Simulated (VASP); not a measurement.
Runs of VASP 6.6.1 on Hg. Symmetry: P6_3/mmc, No. 194, hexagonal system. Conventional cell: a = 3.235 Å, b = 3.235 Å, c = 5.538 Å, α = 90.00°, β = 90.00°, γ = 120.00°. Within 4.3 Å of Hg (site symmetry -6m2) lie 12 Hg at 3.24 to 3.34 Å. 

```tsv
level	k mesh	smearing	gap on the mesh (eV)	pressure (GPa)
r2SCAN	6 × 6 × 4	fermi-dirac 0.02 eV	none	1.8
PBE	6 × 6 × 4, shifted	fermi-dirac 0.02 eV	none	3.1
PBE	6 × 6 × 4	fermi-dirac 0.02 eV	none	(a)
PBE	6 × 6 × 4	fermi-dirac 0.2 eV	none	2.6
```

Alike in all rows: task single point; potentials or basis VASP PAW PBE potentials, release 64 (Hg); no spin polarisation; cell as given; cutoff (eV) 520.

Task: Estimate the missing entries.

Result: (a) 2.3.

Caveats: all runs use coarse meshes; spin-orbit coupling is left out, which moves the levels of the heavy elements; the PAW data sets were made with another functional, which shifts forces and pressure a little (some runs).

A k mesh can miss the band edges, and the runs leave out spin-orbit coupling on Hg.

A gap of «none» marks levels without a gap at the run's occupations.
